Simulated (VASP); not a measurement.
Runs of VASP 6.6.1 on LiF. The structure is that of space group Fm-3m (No. 225), or close to it. The cells are those of the table. 

```tsv
task	cell	k mesh	cutoff (eV)	smearing	gap on the mesh (eV)
relaxation of cell and atoms	relaxed from a = 2.848 Å, angles 60.0, 60.0, 90.0°, 2 atoms	14 × 14 × 14	600	fermi-dirac 0.05 eV	10.67
single point	a = 2.878, b = 2.878, c = 2.833 Å, angles 59.5, 59.5, 90.0°, 2 atoms	10 × 10 × 10	520	gaussian 0.01 eV	(a)
single point	a = 2.878, b = 2.878, c = 2.832 Å, angles 59.5, 59.5, 90.0°, 2 atoms	10 × 10 × 10	520	gaussian 0.01 eV	10.25
single point	a = 2.821 Å, angles 60.0, 60.0, 90.0°, 2 atoms	14 × 14 × 14	520	fermi-dirac 0.05 eV	10.55
```

Alike in all rows: level r2SCAN; potentials or basis VASP PAW PBE potentials, release 64 (Li_sv, F); no spin polarisation.

Question: Estimate the missing entries.

Answer: (a) 10.24.

A k mesh can miss the band edges.
